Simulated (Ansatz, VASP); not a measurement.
# Sn in VASP and in Ansatz

Contents of POSCAR:

```
Sn
1.0
   -1.8819356520      1.8819356520      1.8819356520
    1.8819356520     -1.8819356520      1.8819356520
    1.8819356520      1.8819356520     -1.8819356520
Sn
1
Direct
    0.0000000000      0.0000000000      0.0000000000
```

INCAR.step1

```
SYSTEM = Sn
ALGO = Normal
EDIFF = 1E-4
ENCUT = 520
GGA = PE
ISMEAR = -1
LASPH = .TRUE.
LCHARG = .FALSE.
LREAL = .FALSE.
LWAVE = .TRUE.
NBANDS = 13
NELM = 100
PREC = Accurate
SIGMA = 0.05
```

The input INCAR.step2:

```
SYSTEM = Sn
ALGO = Normal
EDIFF = 1E-6
ENCUT = 520
ISIF = 2
ISMEAR = -1
ISTART = 1
LASPH = .TRUE.
LCHARG = .TRUE.
LELF = .TRUE.
LMIXTAU = .TRUE.
LREAL = .FALSE.
LVHAR = .TRUE.
LWAVE = .FALSE.
METAGGA = R2SCAN
NBANDS = 13
NELM = 100
PREC = Accurate
SIGMA = 0.05
```

The input KPOINTS:

```
k-points
0
G
  10 10 10
  0 0 0
```

File input.yaml:

```yaml
crystal:
  lattice:
    - [-1.881935652, 1.881935652, 1.881935652]
    - [1.881935652, -1.881935652, 1.881935652]
    - [1.881935652, 1.881935652, -1.881935652]
  atoms:
    - { symbol: Sn, position: [0.0, 0.0, 0.0] }
hamiltonian:
  xc: r2scan
  pseudopotentials: { kind: paw }
kpoints:
  mp_grid: { grid: [10, 10, 10] }
scf:
  occupations: { method: fermi_dirac, width: 0.05 }
output:
  forces: true
  stress: true
  eigenvalues: true
```

Alike in both runs: task single point; functional r2SCAN; k mesh 10 × 10 × 10; occupations fermi-dirac, width 0.05 eV; no spin polarisation.

```csv
,VASP,Ansatz
version,VASP 6.6.1,Ansatz 0.2.0
potentials or method,"VASP PAW PBE potentials, release 64 (Sn_d)",Ansatz PAW
plane-wave cutoff (eV),520,500
valence electrons in the cell,14,14
```

```csv
,VASP,Ansatz,Ansatz less VASP
gap on the k mesh at the Fermi level (eV),none,none,-
pressure (GPa),0.2,0.2,-0.02
```

VASP's potentials were made for PBE, not for r2SCAN. A gap of «none» marks a metal or a gap that the smearing closes.
